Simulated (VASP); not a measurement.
Set up this calculation in VASP 6.6.1, as the native input.

- Task: single point
- Functional: PBE
- Potentials or basis: VASP PAW PBE potentials, release 64 (Mg, O)
- Cutoff: 520 eV
- k mesh: 6 × 6 × 6
- Occupations: gaussian, width 0.05 eV
- Spin: no spin polarisation
- Dipole correction: no
- Further INCAR settings: ALGO = Normal; EDIFF = 1e-06; NBANDS = 16

The structure of MgO lies in POSCAR:

```
MgO
1.0
    3.5909691986      0.0000000000      0.0000000000
   -1.7954845993      3.1098705502      0.0000000000
    0.0000000000      0.0000000000      4.0526999834
Mg O
2 2
Direct
    0.6666666667      0.3333333333      0.7500000000
    0.3333333333      0.6666666667      0.2500000000
    0.6666666667      0.3333333333      0.2500000000
    0.3333333333      0.6666666667      0.7500000000
```

This cell differs from its parent crystal: strain +0.030 along x and y, -0.030 along z.

These files were run (other wordings do the same):

INCAR

```
SYSTEM = MgO
PREC = Accurate
ENCUT = 520
EDIFF = 1E-6
ISMEAR = 0
SIGMA = 0.05
LREAL = .FALSE.
LASPH = .TRUE.
NELM = 60
ALGO = Normal
ISIF = 2
LWAVE = .FALSE.
LCHARG = .FALSE.
GGA = PE
NBANDS = 16
```

KPOINTS

```
Automatic mesh
0
G
  6 6 6
  0 0 0
```

Potentials or basis: VASP PAW PBE potentials, release 64 (Mg, O).

Run with:

```sh
$ cat potpaw_PBE.64/Mg/POTCAR potpaw_PBE.64/O/POTCAR > POTCAR
$ mpirun -np 1 vasp_std > vasp.out
```

It gave:

```
Pressure               : 1.5 GPa
Band gap on the k mesh : 3.38 eV, direct
```

Caveat: the cell differs from its parent crystal (strain +0.030 along x and y, -0.030 along z).

It took 7.6 s on 1 thread of Intel(R) Xeon(R) 6975P-C (Granite Rapids), on a shared host, peak memory 0.16 GiB.
